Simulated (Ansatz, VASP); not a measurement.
## Two plane-wave programs on PPt

File POSCAR:

```
PPt
1.0
    0.0000000000      2.7223743989      2.7223743989
    2.7223743989      0.0000000000      2.7223743989
    2.7223743989      2.7223743989      0.0000000000
Pt P
1 1
Direct
    0.0000000000      0.0000000000      0.0000000000
    0.2500000000      0.2500000000      0.2500000000
```

File INCAR.step1:

```
PREC = Accurate ; ENCUT = 520
ISMEAR = 0 ; SIGMA = 0.05
LREAL = F ; LASPH = T
NELM = 80 ; NBANDS = 14
GGA = PE ; ALGO = Normal
EDIFF = 1E-4 ; LWAVE = T
LCHARG = F
```

File INCAR.step2:

```
PREC = Accurate ; ENCUT = 520
EDIFF = 1E-6 ; ISMEAR = 0
SIGMA = 0.05 ; LREAL = F
LASPH = T ; NELM = 80
ALGO = Normal ; ISIF = 2
LWAVE = F ; LCHARG = F
METAGGA = R2SCAN ; LMIXTAU = T
NBANDS = 14 ; ISTART = 1
```

The input KPOINTS:

```
Automatic mesh
0
Gamma
  12 12 12
```

Input for Ansatz:

```yaml
crystal:
  lattice:
    - [0.0, 2.7223743989, 2.7223743989]
    - [2.7223743989, 0.0, 2.7223743989]
    - [2.7223743989, 2.7223743989, 0.0]
  atoms:
    - { symbol: Pt, position: [0.0, 0.0, 0.0] }
    - { symbol: P, position: [0.25, 0.25, 0.25] }
basis:
  ecutwfc: 500
  ecutrho_ratio: 4
kpoints:
  mp_grid: { grid: [12, 12, 12] }
hamiltonian:
  xc: r2scan
scf:
  occupations: { method: gaussian, width: 0.05 }
output:
  forces: true
  stress: true
  eigenvalues: true
```

Alike in both runs: task single point; functional r2SCAN; k mesh 12 × 12 × 12; occupations gaussian, width 0.05 eV; no spin polarisation.

```csv
,VASP,Ansatz
version,VASP 6.6.1,Ansatz 0.2.0
potentials or method,"VASP PAW PBE potentials, release 64 (Pt, P), cutoff 520 eV","scalar-relativistic, plane waves, PAW"
valence electrons in the cell,15,23
```

```csv
,VASP,Ansatz,Ansatz less VASP
gap on the k mesh at the Fermi level (eV),none,none,-
pressure (GPa),-8.7,-8.6,+0.09
```

VASP's potentials were made for PBE, not for r2SCAN. A gap of «none» marks a metal or a gap that the smearing closes. The functional is the same, so the differences come from potentials, cutoffs and numerics. VASP's potentials hold 15 valence electrons a cell and Ansatz's 23, so a difference there can come from the potentials and not from the codes.

Neither program's run includes spin-orbit coupling.
